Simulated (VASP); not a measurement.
# PbSe (Clausthalite) (I4/mmm) in VASP: further runs

PbSe (Clausthalite) is run at these levels: PBE; tasks: single point.

Everything below comes from runs of VASP 6.6.1. Logs are shortened: lines on timing, memory, paths and dates and some standing lists are left out, and cuts for length are marked.

### 1 The cell of the first run

It takes space group I4/mmm (No. 139, tetragonal). The conventional cell has a = 4.418 Å, b = 4.418 Å, c = 5.876 Å, α = 90.00°, β = 90.00°, γ = 90.00°. Pb (site symmetry 4/mmm) has 6 Se at 2.94 to 3.12 Å within 3.9 Å. Within 3.9 Å of Se (site symmetry 4/mmm) lie 6 Pb at 2.94 to 3.12 Å.

### 2 Single point, PBE

File INCAR:

```
PREC = Accurate ; ENCUT = 520
EDIFF = 1E-7 ; ISMEAR = -1
SIGMA = 0.05 ; LREAL = F
LASPH = T ; NELM = 80
ALGO = Normal ; ISIF = 2
LWAVE = F ; LCHARG = F
GGA = PE ; NBANDS = 17
```

File KPOINTS:

```
Automatic mesh
0
Gamma
  8 8 8
```

File POSCAR:

```
PbSe
1.0
    0.0000000000      3.1237628255      2.9382240000
    3.1237628255      0.0000000000      2.9382240000
    3.1237628255      3.1237628255      0.0000000000
Pb Se
1 1
Direct
    0.0000000000      0.0000000000      0.0000000000
    0.5000000000      0.5000000000      0.5000000000
```

Potentials or basis: VASP PAW PBE potentials, release 64 (Pb_d, Se).

The run is started by

```sh
cat potpaw_PBE.64/Pb_d/POTCAR potpaw_PBE.64/Se/POTCAR > POTCAR
mpirun -np 1 vasp_std > vasp.out
```

OUTCAR:

```text
PREC = Accurate
   ENCUT = 520
   EDIFF = 1E-7
   ISMEAR = -1
   LREAL = F
   LASPH = T
   NELM = 80
   ISIF = 2
   GGA = PE

 ion  position               nearest neighbor table
   1  0.000  0.000  0.000-   2 2.94   2 2.94   2 3.12   2 3.12   2 3.12   2 3.12
   2  0.500  0.500  0.500-   1 2.94   1 2.94   1 3.12   1 3.12   1 3.12   1 3.12

  LATTYP: Found a body centered tetragonal cell.
 ALAT       =     4.4176677535
 C/A-ratio  =     1.3302150202

  Lattice vectors:

 A1 = (   0.0000000000,  -3.1237628255,  -2.9382240000)
 A2 = (   0.0000000000,   3.1237628255,  -2.9382240000)
 A3 = (   3.1237628255,   0.0000000000,   2.9382240000)

Analysis of symmetry for initial positions (statically):
=====================================================================
 Subroutine PRICEL returns:
 Original cell was already a primitive cell.

 Routine SETGRP: Setting up the symmetry group for a
 body centered tetragonal supercell.

 Subroutine GETGRP returns: Found 16 space group operations
 (whereof 16 operations were pure point group operations)
 out of a pool of 16 trial point group operations.

The static configuration has the point symmetry D_4h.

Analysis of symmetry for dynamics (positions and initial velocities):
=====================================================================
 Subroutine PRICEL returns:
 Original cell was already a primitive cell.

 Routine SETGRP: Setting up the symmetry group for a
 body centered tetragonal supercell.

 Subroutine GETGRP returns: Found 16 space group operations
 (whereof 16 operations were pure point group operations)
 out of a pool of 16 trial point group operations.

The dynamic configuration has the point symmetry D_4h.

 Subroutine INISYM returns: Found 16 space group operations
 (whereof 16 operations are pure point group operations),
 and found     1 'primitive' translations

----------------------------------------------------------------------------------------

                                     Primitive cell

  volume of cell :      57.3418

  direct lattice vectors                    reciprocal lattice vectors
     0.000000000  3.123762826  2.938224000    -0.160063368  0.160063368  0.170170824
[... 80 lines left out ...]
   ISPIN  =      1    spin polarized calculation?
   LNONCOLLINEAR =      F non collinear calculations
   LSORBIT =      F    spin-orbit coupling
   LASPH  =      T    aspherical Exc in radial PAW
   ENCUT  =  520.0 eV  38.22 Ry    6.18 a.u.   7.97  7.97  8.21*2*pi/ulx,y,z
   NELM   =     80;   NELMIN=  2; NELMDL= -5     # of ELM steps
   EDIFF  = 0.1E-06   stopping-criterion for ELM
   LREAL  =      F    real-space projection
   EDIFFG = 0.1E-05   stopping-criterion for IOM
   NSW    =      0    number of steps for IOM
   IBRION =     -1    ionic relax: 0-MD 1-quasi-New 2-CG
   NFREE  =      0    steps in history (QN), initial steepest desc. (CG)
   ISIF   =      2    stress and relaxation
   ISYM   =      2    0-nonsym 1-usesym 2-fastsym
   POTIM  = 0.5000    time-step for ionic-motion
   TEBEG  =    0.0;   TEEND  =   0.0 temperature during run
   PSTRESS=    0.0 pullay stress
   NELECT =      20.0000    total number of electrons
   NUPDOWN=      -1.0000    fix difference up-down
   EMIN   =  10.00;   EMAX   =-10.00  energy-range for DOS
   EFERMI =   0.00;   METHOD = LEGACY
   ISMEAR =    -1;   SIGMA  =   0.05  broadening in eV -4-tet -1-fermi 0-gaus
   EFERMI_NEDOS =   21; number of points for ismear=-14 and -15
   IALGO  =     38    algorithm
   IMIX   =      4    mixing-type and parameters
     AMIX     =   0.40;   BMIX     =  1.00
     AMIX_MAG =   1.60;   BMIX_MAG =  1.00
  volume/ion in A,a.u.               =      28.67       193.48
  Fermi-wavevector in a.u.,A,eV,Ry     =   1.152377  2.177676 18.068159  1.327972
  Thomas-Fermi vector in A             =   2.289028
   LORBIT       =      0    0 simple, 1 ext, 2 COOP (PROOUT), +10 PAW based schemes
   GGA     = PE    functional components
   LHFCALC =     F    Hartree Fock is set to
   AEXX    =    0.0000 exact exchange contribution
   IVDW    =     0    specifies the selected vdW correction
   LEPSILON=     F    determine dielectric tensor
   LRPA    =     F    only Hartree local field effects (RPA)
 non-spin polarized calculation
  energy-cutoff  :      520.00
  volume of cell :       57.34
 maximum number of plane-waves:      1570
   NGX = 15   NGY = 15   NGZ = 17

 number of electron      19.9999999 magnetization

 Free energy of the ion-electron system (eV)
  ---------------------------------------------------
  ext. energy  EPLUGINS =         0.00000000
  ---------------------------------------------------
  free energy    TOTEN  =        -8.11643358 eV

  energy without entropy =       -8.11578039  energy(sigma->0) =       -8.11610699

 E-fermi :   5.2523     XC(G=0):  -9.5249

 val. band max:        5.1639936055   @ k =   0.5000   0.0000   0.0000
 cond. band min:       5.3403899716   @ k =   0.5000   0.0000   0.0000
 fundamental gap:      0.1763963661
 Fermi energy:         5.2522538608

 k-point     1 :       0.0000    0.0000    0.0000
  band No.  band energies     occupation
      1     -11.7802      2.00000
      2     -11.7776      2.00000
      3     -11.7607      2.00000
      4     -11.7607      2.00000
      5     -11.7557      2.00000
      6      -8.5384      2.00000
[... 457 lines left out ...]
      4     -11.7502      2.00000
      5     -11.7315      2.00000
      6      -7.7483      2.00000
[... 9 lines left out ...]
     16      14.5892      0.00000
     17      16.1311      0.00000

 [... further k-points ...]

------------------------ aborting loop because EDIFF is reached ----------------------------------------

  FORCE on cell =-STRESS in cart. coord.  units (eV):
  Direction    XX          YY          ZZ          XY          YZ          ZX
  --------------------------------------------------------------------------------------
  -------------------------------------------------------------------------------------
  Total        0.0186029      0.0186029      3.1684751      0.0000000     -0.0000000      0.0000000
  in kB        0.5197809      0.5197809     88.5298814      0.0000000     -0.0000000      0.0000000
  external PRESSURE =      29.8564811 kB  Pullay stress =       0.0000000 kB

 VOLUME and BASIS-vectors are now :
 -----------------------------------------------------------------------------
  energy-cutoff  :      520.00
  volume of cell :       57.34
      direct lattice vectors                 reciprocal lattice vectors
     0.000000000  3.123762826  2.938224000    -0.160063368  0.160063368  0.170170824
     3.123762826  0.000000000  2.938224000     0.160063368 -0.160063368  0.170170824
     3.123762826  3.123762826  0.000000000     0.160063368  0.160063368 -0.170170824

 POSITION                                       TOTAL-FORCE (eV/Angst)
 -----------------------------------------------------------------------------------
      0.00000      0.00000      0.00000        -0.000000      0.000000      0.000000
      3.12376      3.12376      2.93822         0.000000     -0.000000      0.000000
 -----------------------------------------------------------------------------------
    total drift:                                0.000000     -0.000000     -0.000000

  FREE ENERGIE OF THE ION-ELECTRON SYSTEM (eV)
  ---------------------------------------------------
  free  energy   TOTEN  =        -8.1164335816 eV

  energy  without entropy=       -8.1157803898  energy(sigma->0) =       -8.11610699
```

OSZICAR:

```text
N       E                     dE             d eps       ncg     rms          rms(c)
DAV:   1     0.158247086083E+03    0.15825E+03   -0.95266E+03  2014   0.120E+03
DAV:   2     0.330356567025E+01   -0.15494E+03   -0.14967E+03  2114   0.310E+02
DAV:   3    -0.813685329502E+01   -0.11440E+02   -0.11351E+02  2576   0.897E+01
DAV:   4    -0.840225986748E+01   -0.26541E+00   -0.26521E+00  2487   0.152E+01
DAV:   5    -0.841106107230E+01   -0.88012E-02   -0.88007E-02  2867   0.273E+00    0.283E+00
DAV:   6    -0.811916906927E+01    0.29189E+00   -0.71167E-01  3143   0.585E+00    0.161E+00
DAV:   7    -0.811351264523E+01    0.56564E-02   -0.12451E-01  2359   0.174E+00    0.870E-01
DAV:   8    -0.811677623339E+01   -0.32636E-02   -0.13381E-02  2484   0.125E+00    0.147E-01
DAV:   9    -0.811637080981E+01    0.40542E-03   -0.28048E-03  3157   0.513E-01    0.514E-02
DAV:  10    -0.811642520871E+01   -0.54399E-04   -0.23129E-04  2384   0.900E-02    0.186E-02
DAV:  11    -0.811643371221E+01   -0.85035E-05   -0.63188E-05  2674   0.757E-02    0.990E-03
DAV:  12    -0.811643355613E+01    0.15608E-06   -0.35089E-06  2545   0.128E-02    0.261E-03
DAV:  13    -0.811643358160E+01   -0.25462E-07   -0.14616E-07  2290   0.335E-03
   1 F= -.81164336E+01 E0= -.81161070E+01  d E =-.653192E-03
```

It took 78 s on 1 thread of AMD EPYC 7R13, shared host; peak memory 0.19 GiB.

Results:

| Quantity | Value |
| --- | --- |
| Free energy | -8.1164 eV |
| Pressure | 3.0 GPa |
| Band gap on the k mesh | 0.18 eV, direct |

Caveat: spin-orbit coupling is left out, which moves the levels of the heavy elements. A k mesh can miss the band edges.

### 3 Single point, PBE

File INCAR:

```
SYSTEM = PbSe
  PREC = Accurate
  ENCUT = 520
  EDIFF = 1E-6
  ISMEAR = -1
  SIGMA = 0.05
  LREAL = .FALSE.
  LASPH = .TRUE.
  NELM = 80
  ALGO = Normal
  ISIF = 2
  LWAVE = .FALSE.
  LCHARG = .TRUE.
  GGA = PE
  LELF = .TRUE.
  LVHAR = .TRUE.
  NBANDS = 17
```

File KPOINTS:

```
regular mesh
0
G
  8 8 8
  0 0 0
```

File POSCAR:

```
PbSe
1.0
    0.0000000000      3.0917233855      2.9994370000
    3.0917233855      0.0000000000      2.9994370000
    3.0917233855      3.0917233855      0.0000000000
Pb Se
1 1
Direct
    0.0000000000      0.0000000000      0.0000000000
    0.5000000000      0.5000000000      0.5000000000
```

Potentials or basis: VASP PAW PBE potentials, release 64 (Pb_d, Se).

The run is started by

```sh
cat potpaw_PBE.64/Pb_d/POTCAR potpaw_PBE.64/Se/POTCAR > POTCAR
mpirun -np 1 vasp_std > vasp.out
```

Wall time 98 s (1 thread of AMD EPYC 7R13, shared host); peak memory 0.19 GiB.

Results (log left out):

```yaml
Free_energy: -8.1638 eV
Pressure: 2.5 GPa
Band_gap_on_the_k_mesh: 0.26 eV, direct
```

Stress tensor (GPa, compression positive):
```
1.16 0.00 0.00
0.00 1.16 0.00
0.00 0.00 5.28
```

Levels at points of the mesh, in eV from the valence-band top:
```tsv
k point	band 8	band 9	band 10	band 11	band 12	band 13
(0.00, 0.00, 0.00)	-2.09	-1.81	-1.81	4.46	4.46	5.18
(0.50, 0.00, 0.00)	-1.53	-1.47	0.00	0.26	1.59	1.77
(0.50, 0.50, 0.00)	-5.05	-3.30	-3.30	3.59	5.49	5.49
(0.50, 0.00, 0.50)	-4.99	-3.40	-3.08	3.72	5.29	5.90
```

Caveat: spin-orbit coupling is left out, which moves the levels of the heavy elements.
